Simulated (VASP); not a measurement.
# TiO2 (I4_1/amd) in VASP: notebook

The runs below take TiO2 through single point, with PBE.

Everything below comes from runs of VASP 6.6.1. Logs are shortened: lines on timing, memory, paths and dates and some standing lists are left out, and cuts for length are marked.

### 1 The cell of the first run

The structure is tetragonal, space group I4_1/amd (No. 141). The conventional cell has a = 3.850 Å, b = 3.850 Å, c = 9.681 Å, α = 90.00°, β = 90.00°, γ = 90.00°. Ti (site symmetry -4m2) has 6 O at 1.97 to 2.01 Å within 2.6 Å. O (site symmetry 2mm) has 3 Ti at 1.97 to 2.01 Å and 2 O at 2.51 Å within 2.6 Å.

### 2 Single point, PBE

The input, INCAR:

```
SYSTEM = TiO2
ALGO     = Normal         ! electronic algorithm
EDIFF    = 1E-6           ! SCF threshold, eV
ENCUT    = 520            ! plane-wave cutoff, eV
GGA      = PE             ! functional
ISIF     = 2              ! what is computed and relaxed
ISMEAR   = 0              ! smearing method
LASPH    = .TRUE.         ! aspherical terms in the spheres
LCHARG   = .FALSE.        ! write CHGCAR
LREAL    = .FALSE.        ! projectors in reciprocal space
LWAVE    = .FALSE.        ! write WAVECAR
NBANDS   = 33             ! bands
NELM     = 80             ! most SCF steps
PREC     = Accurate       ! precision mode
SIGMA    = 0.01           ! smearing width, eV
```

The input, KPOINTS:

```
k-points
0
G
  8 8 8
  0 0 0
```

The input, POSCAR:

```
TiO2
1.0
   -1.9251564484      1.9251564484      4.8404137054
    1.9251564484     -1.9251564484      4.8404137054
    1.9251564484      1.9251564484     -4.8404137054
Ti O
2 4
Direct
    0.0000000000      0.0000000000      0.0000000000
    0.7500000000      0.2500000000      0.5000000000
    0.2081000000      0.2081000000      0.0000000000
    0.9581000000      0.4581000000      0.5000000000
    0.5419000000      0.0419000000      0.5000000000
    0.7919000000      0.7919000000      0.0000000000
```

Potentials or basis: VASP PAW PBE potentials, release 64 (Ti_sv, O).

Started as:

```
$ cat potpaw_PBE.64/Ti_sv/POTCAR potpaw_PBE.64/O/POTCAR > POTCAR
$ mpirun -np 1 vasp_std > vasp.out
```

OUTCAR:

```text
SYSTEM = TiO2
   EDIFF = 1E-6
   ENCUT = 520
   GGA = PE
   ISIF = 2
   ISMEAR = 0
   LASPH = .TRUE.
   LREAL = .FALSE.
   NELM = 80
   PREC = Accurate

 ion  position               nearest neighbor table
   1  0.000  0.000  0.000-   5 1.97   4 1.97   5 1.97   4 1.97   3 2.01   6 2.01
   2  0.750  0.250  0.500-   6 1.97   3 1.97   6 1.97   3 1.97   4 2.01   5 2.01
   3  0.208  0.208  0.000-   2 1.97   2 1.97   1 2.01
   4  0.958  0.458  0.500-   1 1.97   1 1.97   2 2.01
   5  0.542  0.042  0.500-   1 1.97   1 1.97   2 2.01
   6  0.792  0.792  0.000-   2 1.97   2 1.97   1 2.01

  LATTYP: Found a body centered tetragonal cell.
 ALAT       =     3.8503128968
 C/A-ratio  =     2.5142962846

  Lattice vectors:

 A1 = (  -1.9251564484,   1.9251564484,   4.8404137054)
 A2 = (   1.9251564484,  -1.9251564484,   4.8404137054)
 A3 = (   1.9251564484,   1.9251564484,  -4.8404137054)

Analysis of symmetry for initial positions (statically):
=====================================================================
 Subroutine PRICEL returns:
 Original cell was already a primitive cell.

 Routine SETGRP: Setting up the symmetry group for a
 body centered tetragonal supercell.

 Subroutine GETGRP returns: Found 16 space group operations
 (whereof  8 operations were pure point group operations)
 out of a pool of 16 trial point group operations.

The static configuration has the point symmetry D_2d.
 The point group associated with its full space group is D_4h.

Analysis of symmetry for dynamics (positions and initial velocities):
=====================================================================
 Subroutine PRICEL returns:
 Original cell was already a primitive cell.

 Routine SETGRP: Setting up the symmetry group for a
 body centered tetragonal supercell.

 Subroutine GETGRP returns: Found 16 space group operations
 (whereof  8 operations were pure point group operations)
 out of a pool of 16 trial point group operations.

The dynamic configuration has the point symmetry D_2d.
 The point group associated with its full space group is D_4h.

 Subroutine INISYM returns: Found 16 space group operations
 (whereof  8 operations are pure point group operations),
 and found     1 'primitive' translations

----------------------------------------------------------------------------------------

                                     Primitive cell

  volume of cell :      71.7587

  direct lattice vectors                    reciprocal lattice vectors
    -1.925156448  1.925156448  4.840413705     0.000000000  0.259719152  0.103296956
     1.925156448 -1.925156448  4.840413705     0.259719152  0.000000000  0.103296956
     1.925156448  1.925156448 -4.840413705     0.259719152  0.259719152  0.000000000

  length of vectors
     5.553562779  5.553562779  5.553562779     0.279507243  0.279507243  0.367298347

  position of ions in fractional coordinates (direct lattice)
     0.000000000  0.000000000  0.000000000
     0.750000000  0.250000000  0.500000000
     0.208100000  0.208100000  0.000000000
     0.958100000  0.458100000  0.500000000
     0.541900000  0.041900000  0.500000000
     0.791900000  0.791900000  0.000000000

  ion indices of the primitive-cell ions
   primitive index   ion index
                 1           1
                 2           2
                 3           3
                 4           4
                 5           5
                 6           6

----------------------------------------------------------------------------------------

 KPOINTS: k-points

Automatic generation of k-mesh.
 Grid dimensions read from file:
 generate k-points for:    8    8    8

 Generating k-lattice:

  Cartesian coordinates                     Fractional coordinates (reciprocal lattice)
     0.000000000  0.032464894  0.012912119     0.125000000  0.000000000  0.000000000
     0.032464894  0.000000000  0.012912119     0.000000000  0.125000000  0.000000000
     0.032464894  0.032464894  0.000000000     0.000000000  0.000000000  0.125000000

  Length of vectors
     0.034938405  0.034938405  0.045912293

  Shift w.r.t. Gamma in fractional coordinates (k-lattice)
     0.000000000  0.000000000  0.000000000

 Subroutine IBZKPT returns following result:
 ===========================================

 Found     59 irreducible k-points:

 Following reciprocal coordinates:
            Coordinates               Weight
  0.000000  0.000000  0.000000      1.000000
  0.125000 -0.000000  0.000000      8.000000
  0.250000 -0.000000  0.000000      8.000000
  0.375000 -0.000000  0.000000      8.000000
  0.500000 -0.000000  0.000000      4.000000
  0.125000  0.125000  0.000000      8.000000
[... 16 lines left out ...]
  0.250000  0.125000  0.125000     16.000000
  0.375000  0.125000  0.125000      8.000000
 [... further k-points ...]
   k-points           NKPTS =     59   k-points in BZ     NKDIM =     59   number of bands    NBANDS=     33
   number of dos      NEDOS =    301   number of ions     NIONS =      6
   total plane-waves  NPLWV =  74088
   dimension x,y,z NGX =    42 NGY =   42 NGZ =   42
   dimension x,y,z NGXF=    84 NGYF=   84 NGZF=   84
   ions per type =               2   4
   NGX,Y,Z   is equivalent  to a cutoff of  12.57, 12.57, 12.57 a.u.
   NGXF,Y,Z  is equivalent  to a cutoff of  25.15, 25.15, 25.15 a.u.
 SYSTEM =  TiO2
   PREC   = accura    normal or accurate (medium, high low for compatibility)
   ISTART =      0    job   : 0-new  1-cont  2-samecut
   ICHARG =      2    charge: 1-file 2-atom 10-const
   ISPIN  =      1    spin polarized calculation?
   LNONCOLLINEAR =      F non collinear calculations
   LSORBIT =      F    spin-orbit coupling
   LASPH  =      T    aspherical Exc in radial PAW
   ENCUT  =  520.0 eV  38.22 Ry    6.18 a.u.  10.33 10.33 10.33*2*pi/ulx,y,z
   NELM   =     80;   NELMIN=  2; NELMDL= -5     # of ELM steps
   EDIFF  = 0.1E-05   stopping-criterion for ELM
   LREAL  =      F    real-space projection
   EDIFFG = 0.1E-04   stopping-criterion for IOM
   NSW    =      0    number of steps for IOM
   IBRION =     -1    ionic relax: 0-MD 1-quasi-New 2-CG
   NFREE  =      0    steps in history (QN), initial steepest desc. (CG)
   ISIF   =      2    stress and relaxation
   ISYM   =      2    0-nonsym 1-usesym 2-fastsym
   POTIM  = 0.5000    time-step for ionic-motion
   TEBEG  =    0.0;   TEEND  =   0.0 temperature during run
   PSTRESS=    0.0 pullay stress
   NELECT =      48.0000    total number of electrons
   NUPDOWN=      -1.0000    fix difference up-down
   EMIN   =  10.00;   EMAX   =-10.00  energy-range for DOS
   EFERMI =   0.00;   METHOD = LEGACY
   ISMEAR =     0;   SIGMA  =   0.01  broadening in eV -4-tet -1-fermi 0-gaus
   EFERMI_NEDOS =   21; number of points for ismear=-14 and -15
   IALGO  =     38    algorithm
   IMIX   =      4    mixing-type and parameters
     AMIX     =   0.40;   BMIX     =  1.00
     AMIX_MAG =   1.60;   BMIX_MAG =  1.00
  volume/ion in A,a.u.               =      11.96        80.71
  Fermi-wavevector in a.u.,A,eV,Ry     =   1.431739  2.705594 27.890248  2.049875
  Thomas-Fermi vector in A             =   2.551442
   LORBIT       =      0    0 simple, 1 ext, 2 COOP (PROOUT), +10 PAW based schemes
   GGA     = PE    functional components
   LHFCALC =     F    Hartree Fock is set to
   AEXX    =    0.0000 exact exchange contribution
   IVDW    =     0    specifies the selected vdW correction
   LEPSILON=     F    determine dielectric tensor
   LRPA    =     F    only Hartree local field effects (RPA)
 non-spin polarized calculation
 Gauss-broadening in eV      SIGMA  =   0.01
  energy-cutoff  :      520.00
  volume of cell :       71.76
 maximum number of plane-waves:      1945
 NGX is ok and might be reduce to    42
   NGX = 21   NGY = 21   NGZ = 21

 number of electron      48.0000005 magnetization

 Free energy of the ion-electron system (eV)
  ---------------------------------------------------
  ext. energy  EPLUGINS =         0.00000000
  ---------------------------------------------------
  free energy    TOTEN  =       -53.83701220 eV

  energy without entropy =      -53.83701220  energy(sigma->0) =      -53.83701220

 E-fermi :   2.9684     XC(G=0): -10.4739

 val. band max:        2.9106766142   @ k =  -0.3750   0.3750   0.0000
 cond. band min:       4.9297911957   @ k =   0.0000   0.0000   0.0000
 fundamental gap:      2.0191145815
 Fermi energy:         2.9683610820

 k-point     1 :       0.0000    0.0000    0.0000
  band No.  band energies     occupation
      1     -53.6611      2.00000
      2     -53.6138      2.00000
      3     -30.0556      2.00000
      4     -29.8572      2.00000
      5     -29.8572      2.00000
      6     -29.7985      2.00000
[... 25 lines left out ...]
     32       7.8094      0.00000
     33       7.8214      0.00000

 k-point     2 :       0.1250   -0.0000    0.0000
  band No.  band energies     occupation
      1     -53.6595      2.00000
      2     -53.6149      2.00000
      3     -30.0520      2.00000
      4     -29.8731      2.00000
      5     -29.8585      2.00000
      6     -29.8048      2.00000
[... 25 lines left out ...]
     32       7.9475      0.00000
     33       8.2237      0.00000

 k-point     3 :       0.2500   -0.0000    0.0000
  band No.  band energies     occupation
      1     -53.6553      2.00000
      2     -53.6179      2.00000
      3     -30.0433      2.00000
      4     -29.9095      2.00000
      5     -29.8611      2.00000
      6     -29.8177      2.00000
[... 25 lines left out ...]
     32       8.3063      0.00000
     33       8.7075      0.00000

 k-point     4 :       0.3750   -0.0000    0.0000
  band No.  band energies     occupation
      1     -53.6502      2.00000
      2     -53.6218      2.00000
      3     -30.0341      2.00000
      4     -29.9459      2.00000
      5     -29.8634      2.00000
      6     -29.8262      2.00000
[... 673 lines left out ...]
     32       9.0675      0.00000
     33       9.4491      0.00000

 k-point    23 :       0.2500    0.1250    0.1250
  band No.  band energies     occupation
      1     -53.6461      2.00000
      2     -53.6242      2.00000
      3     -30.0336      2.00000
      4     -29.9647      2.00000
      5     -29.8893      2.00000
      6     -29.8524      2.00000
[... 25 lines left out ...]
     32       9.1485      0.00000
     33       9.5905      0.00000

 k-point    24 :       0.3750    0.1250    0.1250
  band No.  band energies     occupation
      1     -53.6432      2.00000
      2     -53.6266      2.00000
      3     -30.0288      2.00000
      4     -29.9798      2.00000
      5     -29.8907      2.00000
      6     -29.8576      2.00000
[... 25 lines left out ...]
     32       9.1477      0.00000
     33       9.6781      0.00000

 [... further k-points ...]

------------------------ aborting loop because EDIFF is reached ----------------------------------------

  FORCE on cell =-STRESS in cart. coord.  units (eV):
  Direction    XX          YY          ZZ          XY          YZ          ZX
  --------------------------------------------------------------------------------------
  -------------------------------------------------------------------------------------
  Total       -2.2861898     -2.2861898     -1.9834854      0.0000000     -0.0000000      0.0000000
  in kB      -51.0444283    -51.0444283    -44.2858582      0.0000000     -0.0000000      0.0000000
  external PRESSURE =     -48.7915716 kB  Pullay stress =       0.0000000 kB

 VOLUME and BASIS-vectors are now :
 -----------------------------------------------------------------------------
  energy-cutoff  :      520.00
  volume of cell :       71.76
      direct lattice vectors                 reciprocal lattice vectors
    -1.925156448  1.925156448  4.840413705     0.000000000  0.259719152  0.103296956
     1.925156448 -1.925156448  4.840413705     0.259719152  0.000000000  0.103296956
     1.925156448  1.925156448 -4.840413705     0.259719152  0.259719152  0.000000000

 POSITION                                       TOTAL-FORCE (eV/Angst)
 -----------------------------------------------------------------------------------
      0.00000      0.00000      0.00000        -0.000000     -0.000000     -0.000000
      0.00000      1.92516      2.42021        -0.000000     -0.000000     -0.000000
      0.00000      0.00000      2.01458         0.000000     -0.000000     -0.169465
      0.00000      1.92516      4.43479        -0.000000      0.000000     -0.169465
      0.00000      1.92516      0.40563        -0.000000      0.000000      0.169465
      0.00000      0.00000      7.66625         0.000000     -0.000000      0.169465
 -----------------------------------------------------------------------------------
    total drift:                                0.000000      0.000000      0.000000

  FREE ENERGIE OF THE ION-ELECTRON SYSTEM (eV)
  ---------------------------------------------------
  free  energy   TOTEN  =       -53.8370121955 eV

  energy  without entropy=      -53.8370121955  energy(sigma->0) =      -53.83701220
```

It took 4.1 min on 1 thread of Intel Xeon Platinum 8124M at 3.00GHz (Skylake/Cascade Lake), shared host; peak memory 0.31 GiB.

Results:

* Free energy: -53.8370 eV
* Pressure: -4.9 GPa
* Largest force: 0.169 eV/Å
* Band gap on the k mesh: 2.02 eV (least direct gap 2.32 eV)

Forces on the atoms (eV/Å):
```
Ti   0.000  0.000  0.000
Ti   0.000  0.000  0.000
O    0.000  0.000 -0.169
O    0.000  0.000 -0.169
O    0.000  0.000  0.169
O    0.000  0.000  0.169
```

Stress tensor (GPa, compression positive):
```
-5.10  0.00  0.00
 0.00 -5.10  0.00
 0.00  0.00 -4.43
```

Caveat: the cell stands under tension.

### 3 Single point, PBE

This run uses another cell than the first one, of 12.26 Å³/atom.

The input, INCAR:

```
SYSTEM = TiO2
ALGO = Normal
EDIFF = 1E-7
ENCUT = 520
GGA = PE
ISIF = 2
ISMEAR = 0
LASPH = .TRUE.
LCHARG = .FALSE.
LREAL = .FALSE.
LWAVE = .FALSE.
NBANDS = 33
NELM = 100
PREC = Accurate
SIGMA = 0.01
```

KPOINTS is that of step 2.

Changes to POSCAR since step 2:

```diff
@@ -2,5 +2,5 @@
 1.0
-   -1.9251564484      1.9251564484      4.8404137054
-    1.9251564484     -1.9251564484      4.8404137054
-    1.9251564484      1.9251564484     -4.8404137054
+   -1.9412672932      1.9412672932      4.8809211427
+    1.9412672932     -1.9412672932      4.8809211427
+    1.9412672932      1.9412672932     -4.8809211427
 Ti O
```

Potentials or basis: VASP PAW PBE potentials, release 64 (Ti_sv, O).

Started as:

```
$ cat potpaw_PBE.64/Ti_sv/POTCAR potpaw_PBE.64/O/POTCAR > POTCAR
$ mpirun -np 1 vasp_std > vasp.out
```

It took 4.9 min on 1 thread of Intel Xeon Platinum 8124M at 3.00GHz (Skylake/Cascade Lake), shared host; peak memory 0.31 GiB.

Results (log left out):

```yaml
Free_energy: -53.7591 eV
Pressure: -9.2 GPa
Largest_force: 0.297 eV/Å
Band_gap_on_the_k_mesh: 1.96 eV (least direct gap 2.25 eV)
```

Forces on the atoms (eV/Å):
```
Ti   0.000  0.000  0.000
Ti   0.000  0.000  0.000
O    0.000  0.000 -0.297
O    0.000  0.000 -0.297
O    0.000  0.000  0.297
O    0.000  0.000  0.297
```

Stress tensor (GPa, compression positive):
```
-9.35  0.00  0.00
 0.00 -9.35  0.00
 0.00  0.00 -8.97
```

Levels at points of the mesh, in eV from the valence-band top:
```tsv
k point	band 20	band 21	band 22	band 23	band 24	band 25	band 26	band 27	band 28	band 29
(0.00, 0.00, 0.00)	-0.78	-0.78	-0.73	-0.38	-0.38	1.96	2.59	3.59	3.59	3.64
(0.50, 0.00, 0.00)	-1.81	-1.75	-0.90	-0.80	-0.60	2.94	3.21	3.22	3.30	3.88
(0.50, 0.50, 0.00)	-2.45	-1.90	-1.90	-0.01	-0.01	3.02	3.02	3.44	3.44	4.41
(0.50, 0.50, 0.50)	-1.27	-1.23	-1.23	-0.11	-0.11	2.27	2.27	3.39	3.39	3.86
```

Caveat: the cell stands under tension.
